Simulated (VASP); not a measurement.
# HfC (I4mm) in VASP: further runs, part 2 of 2

VASP 6.6.1.

## (3) Single point, PBEsol (all C atoms moved +0.225 Å, as atom 2 along Cartesian [0 1 0])

Input file INCAR:

```
PREC = Accurate ; ENCUT = 520
EDIFF = 1E-6 ; ISMEAR = 0
SIGMA = 0.15 ; LREAL = F
LASPH = T ; NELM = 80
ALGO = Normal ; ISIF = 2
LWAVE = F ; LCHARG = T
GGA = PS ; LELF = T
LVHAR = T ; NBANDS = 14
```

Input file KPOINTS:

```
Automatic mesh
0
Gamma
  18 18 18
```

Input file POSCAR:

```
HfC
1.0
    0.0000000000      2.3250000000      2.3250000000
    2.3250000000      0.0000000000      2.3250000000
    2.3250000000      2.3250000000      0.0000000000
Hf C
1 1
Direct
    0.5000000000      0.5000000000      0.5000000000
    0.0483870968     -0.0483870968      0.0483870968
```

Potentials or basis: VASP PAW PBE potentials, release 64 (Hf_pv, C).

Run with:

```bash
$ cat potpaw_PBE.64/Hf_pv/POTCAR potpaw_PBE.64/C/POTCAR > POTCAR
$ mpirun -np 1 vasp_std > vasp.out
```

OUTCAR:

```text
PREC = Accurate
   ENCUT = 520
   EDIFF = 1E-6
   ISMEAR = 0
   LREAL = F
   LASPH = T
   NELM = 80
   ISIF = 2
   GGA = PS

 ion  position               nearest neighbor table
   1  0.500  0.500  0.500-   2 2.10   2 2.34   2 2.34   2 2.34   2 2.34   2 2.55
   2  0.048  0.952  0.048-   1 2.10   1 2.34   1 2.34   1 2.34   1 2.34   1 2.55

  LATTYP: Found a face centered cubic cell.
 ALAT       =     4.6500000000

  Lattice vectors:

 A1 = (   0.0000000000,   2.3250000000,   2.3250000000)
 A2 = (   2.3250000000,   0.0000000000,   2.3250000000)
 A3 = (   2.3250000000,   2.3250000000,   0.0000000000)

Analysis of symmetry for initial positions (statically):
=====================================================================
 Subroutine PRICEL returns:
 Original cell was already a primitive cell.

 Routine SETGRP: Setting up the symmetry group for a
 face centered cubic supercell.

 Subroutine GETGRP returns: Found  8 space group operations
 (whereof  8 operations were pure point group operations)
 out of a pool of 48 trial point group operations.

The static configuration has the point symmetry C_4v.

Analysis of symmetry for dynamics (positions and initial velocities):
[... 167 lines left out ...]
  band No.  band energies     occupation
      1     -23.7009      2.00000
      2     -23.6924      2.00000
      3     -23.6924      2.00000
      4      -6.4464      2.00000
      5       5.6515      1.93914
      6       5.6515      1.93914
      7       5.9497      0.34876
      8       7.1552      0.00000
      9       8.4976      0.00000
     10       8.4976      0.00000
     11       9.1834      0.00000
     12      10.4502      0.00000
     13      12.5242      0.00000
     14      16.6399      0.00000
[... 377 lines left out ...]
      1     -24.2802      2.00000
      2     -23.7667      2.00000
      3     -23.7625      2.00000
      4      -3.6883      2.00000
      5       0.8193      2.00000
      6       3.1843      2.00000
      7       3.2940      2.00000
      8       9.2300      0.00000
      9      10.4195      0.00000
     10      10.5777      0.00000
     11      14.0008      0.00000
     12      14.9871      0.00000
     13      16.8648      0.00000
     14      19.5164      0.00000

 [... further k-points ...]
[... 5 lines left out ...]
  --------------------------------------------------------------------------------------
  -------------------------------------------------------------------------------------
  Total       -1.1937636      1.3696598     -1.1937636     -0.0000000      0.0000000      0.0000000
  in kB      -76.0904303     87.3020469    -76.0904303     -0.0000000      0.0000000      0.0000000
  external PRESSURE =     -21.6262712 kB  Pullay stress =       0.0000000 kB

 VOLUME and BASIS-vectors are now :
 -----------------------------------------------------------------------------
  energy-cutoff  :      520.00
  volume of cell :       25.14
      direct lattice vectors                 reciprocal lattice vectors
     0.000000000  2.325000000  2.325000000    -0.215053763  0.215053763  0.215053763
     2.325000000  0.000000000  2.325000000     0.215053763 -0.215053763  0.215053763
     2.325000000  2.325000000  0.000000000     0.215053763  0.215053763 -0.215053763

 POSITION                                       TOTAL-FORCE (eV/Angst)
 -----------------------------------------------------------------------------------
      2.32500      2.32500      2.32500         0.000000      2.026782      0.000000
      2.32500      0.22500      2.32500         0.000000     -2.026782      0.000000
 -----------------------------------------------------------------------------------
    total drift:                                0.000000     -0.000347      0.000000

  FREE ENERGIE OF THE ION-ELECTRON SYSTEM (eV)
  ---------------------------------------------------
  free  energy   TOTEN  =       -21.9807365722 eV

  energy  without entropy=      -21.9794323469  energy(sigma->0) =      -21.98008446
```

OSZICAR:

```text
N       E                     dE             d eps       ncg     rms          rms(c)
DAV:   1     0.220232133481E+02    0.22023E+02   -0.73244E+03 13504   0.944E+02
DAV:   2    -0.235667322053E+02   -0.45590E+02   -0.42864E+02 17296   0.202E+02
DAV:   3    -0.249869984077E+02   -0.14203E+01   -0.14163E+01 16194   0.263E+01
DAV:   4    -0.249931320261E+02   -0.61336E-02   -0.61333E-02 15984   0.216E+00
DAV:   5    -0.249931716129E+02   -0.39587E-04   -0.39587E-04 16430   0.154E-01    0.592E+01
DAV:   6    -0.220531743222E+02    0.29400E+01   -0.10359E+01 15306   0.176E+01    0.415E+01
DAV:   7    -0.219984836181E+02    0.54691E-01   -0.53613E-01 17418   0.509E+00    0.238E+01
DAV:   8    -0.219864209204E+02    0.12063E-01   -0.64906E-02 16254   0.193E+00    0.523E+00
DAV:   9    -0.219810341599E+02    0.53868E-02   -0.18137E-02 15342   0.781E-01    0.195E+00
DAV:  10    -0.219807385724E+02    0.29559E-03   -0.12073E-03 17208   0.258E-01    0.130E-01
DAV:  11    -0.219807366677E+02    0.19047E-05   -0.71229E-05 15396   0.709E-02    0.874E-02
DAV:  12    -0.219807365722E+02    0.95538E-07   -0.19182E-06 15800   0.115E-02
   1 F= -.21980737E+02 E0= -.21980084E+02  d E =-.130423E-02
```

Run time: 41 s. Hardware: 1 thread of Intel Xeon 6975P-C (Granite Rapids), shared host; peak memory 0.28 GiB.

Results:

```yaml
Free_energy: -21.9807 eV
Pressure: -2.2 GPa
Largest_force: 2.027 eV/Å
Band_gap_on_the_k_mesh: zero (band 7 reaches 6.29 eV, above the bottom of band 8 at 5.25 eV)
```

Forces in eV/Å, atoms in the order of the input:
```
Hf   0.000  2.027  0.000
C    0.000 -2.027  0.000
```

Levels at points of the mesh, in eV from the Fermi level:
| k point | band 5 | band 6 | band 7 | band 8 | band 9 | band 10 |
| --- | --- | --- | --- | --- | --- | --- |
| (0.00, 0.00, 0.00) | -0.20 | -0.20 | 0.10 | 1.30 | 2.65 | 2.65 |
| (0.50, 0.00, 0.00) | -6.13 | -3.00 | -2.91 | 4.96 | 5.31 | 5.59 |
| (0.50, 0.50, 0.00) | -2.64 | -2.64 | -0.23 | 0.81 | 5.52 | 6.65 |
| (0.50, 0.00, 0.50) | -2.49 | -1.89 | -0.12 | -0.12 | 5.29 | 6.64 |

Caveat: the cell differs from its parent crystal (all C atoms moved +0.225 Å, as atom 2 along Cartesian [0 1 0]); the PAW data sets were made with another functional, which shifts forces and pressure a little; spin-orbit coupling is left out, which moves the levels of the heavy elements.

## (4) Single point, PBEsol (all C atoms moved -0.150 Å, as atom 2 along Cartesian [0 1 0])

Input file INCAR:

```
PREC = Accurate ; ENCUT = 520
EDIFF = 1E-7 ; ISMEAR = 0
SIGMA = 0.15 ; LREAL = F
LASPH = T ; NELM = 60
ALGO = Normal ; ISIF = 2
LWAVE = F ; LCHARG = T
GGA = PS ; LELF = T
LVHAR = T ; NBANDS = 14
```

KPOINTS is that of step 3.

POSCAR: that of step 3 with these lines changed.

```diff
@@ -9,2 +9,2 @@
     0.5000000000      0.5000000000      0.5000000000
-    0.0483870968     -0.0483870968      0.0483870968
+   -0.0322580645      0.0322580645     -0.0322580645
```

Potentials or basis: VASP PAW PBE potentials, release 64 (Hf_pv, C).

Run with:

```bash
$ cat potpaw_PBE.64/Hf_pv/POTCAR potpaw_PBE.64/C/POTCAR > POTCAR
$ mpirun -np 1 vasp_std > vasp.out
```

OUTCAR:

```text
PREC = Accurate
   ENCUT = 520
   EDIFF = 1E-7
   ISMEAR = 0
   LREAL = F
   LASPH = T
   NELM = 60
   ISIF = 2
   GGA = PS

 ion  position               nearest neighbor table
   1  0.500  0.500  0.500-   2 2.18   2 2.33   2 2.33   2 2.33   2 2.33   2 2.47
   2  0.968  0.032  0.968-   1 2.18   1 2.33   1 2.33   1 2.33   1 2.33   1 2.47

  LATTYP: Found a face centered cubic cell.
 ALAT       =     4.6500000000

  Lattice vectors:

 A1 = (   0.0000000000,   2.3250000000,   2.3250000000)
 A2 = (   2.3250000000,   0.0000000000,   2.3250000000)
 A3 = (   2.3250000000,   2.3250000000,   0.0000000000)

Analysis of symmetry for initial positions (statically):
=====================================================================
 Subroutine PRICEL returns:
 Original cell was already a primitive cell.

 Routine SETGRP: Setting up the symmetry group for a
 face centered cubic supercell.

 Subroutine GETGRP returns: Found  8 space group operations
 (whereof  8 operations were pure point group operations)
 out of a pool of 48 trial point group operations.

The static configuration has the point symmetry C_4v.

Analysis of symmetry for dynamics (positions and initial velocities):
[... 167 lines left out ...]
  band No.  band energies     occupation
      1     -23.6961      2.00000
      2     -23.6961      2.00000
      3     -23.6960      2.00000
      4      -6.4657      2.00000
      5       6.0765      0.06897
      6       6.0765      0.06897
      7       6.3550      0.00001
      8       7.1502      0.00000
      9       7.9828      0.00000
     10       7.9828      0.00000
     11       9.1743      0.00000
     12       9.8308      0.00000
     13      12.5843      0.00000
     14      16.7012      0.00000
[... 377 lines left out ...]
      1     -24.2769      2.00000
      2     -23.7690      2.00000
      3     -23.7603      2.00000
      4      -3.6912      2.00000
      5       0.8330      2.00000
      6       3.1356      2.00000
      7       3.2922      2.00000
      8       9.2820      0.00000
      9      10.4649      0.00000
     10      10.5734      0.00000
     11      14.1526      0.00000
     12      15.0774      0.00000
     13      16.5832      0.00000
     14      19.5005      0.00000

 [... further k-points ...]
[... 5 lines left out ...]
  --------------------------------------------------------------------------------------
  -------------------------------------------------------------------------------------
  Total       -1.1363952     -0.0515813     -1.1363952      0.0000000      0.0000000      0.0000000
  in kB      -72.4337755     -3.2877924    -72.4337755      0.0000000      0.0000000      0.0000000
  external PRESSURE =     -49.3851144 kB  Pullay stress =       0.0000000 kB

 VOLUME and BASIS-vectors are now :
 -----------------------------------------------------------------------------
  energy-cutoff  :      520.00
  volume of cell :       25.14
      direct lattice vectors                 reciprocal lattice vectors
     0.000000000  2.325000000  2.325000000    -0.215053763  0.215053763  0.215053763
     2.325000000  0.000000000  2.325000000     0.215053763 -0.215053763  0.215053763
     2.325000000  2.325000000  0.000000000     0.215053763  0.215053763 -0.215053763

 POSITION                                       TOTAL-FORCE (eV/Angst)
 -----------------------------------------------------------------------------------
      2.32500      2.32500      2.32500         0.000000     -1.148224      0.000000
      2.32500      4.50000      2.32500         0.000000      1.148224      0.000000
 -----------------------------------------------------------------------------------
    total drift:                               -0.000000     -0.000009     -0.000000

  FREE ENERGIE OF THE ION-ELECTRON SYSTEM (eV)
  ---------------------------------------------------
  free  energy   TOTEN  =       -22.0978132031 eV

  energy  without entropy=      -22.0960767998  energy(sigma->0) =      -22.09694500
```

stdout:

```text
POSCAR found type information on POSCAR HfC
 POSCAR found :  2 types and       2 ions
 scaLAPACK will be used
 -----------------------------------------------------------------------------
|                                                                             |
|                                                                             |
|     You enforced a specific xc type in the INCAR file but a different       |
|     I HOPE YOU KNOW WHAT YOU ARE DOING!                                     |
|                                                                             |
 -----------------------------------------------------------------------------

 LDA part: xc-table for (Slater+PW92), standard interpolation
 POSCAR, INCAR and KPOINTS ok, starting setup
 FFT: planning ... GRIDC
 FFT: planning ... GRID_SOFT
 FFT: planning ... GRID
 WAVECAR not read
 entering main loop
```

It took 38 s on 1 thread of Intel Xeon 6975P-C (Granite Rapids), shared host; peak memory 0.29 GiB.

Results:

* Free energy: -22.0978 eV
* Pressure: -4.9 GPa
* Largest force: 1.148 eV/Å
* Band gap on the k mesh: zero (band 7 reaches 6.48 eV, above the bottom of band 8 at 5.33 eV)

Forces on the atoms (eV/Å):
```
Hf   0.000 -1.148  0.000
C    0.000  1.148  0.000
```

Caveat: the cell differs from its parent crystal (all C atoms moved -0.150 Å, as atom 2 along Cartesian [0 1 0]); the PAW data sets were made with another functional, which shifts forces and pressure a little; spin-orbit coupling is left out, which moves the levels of the heavy elements.
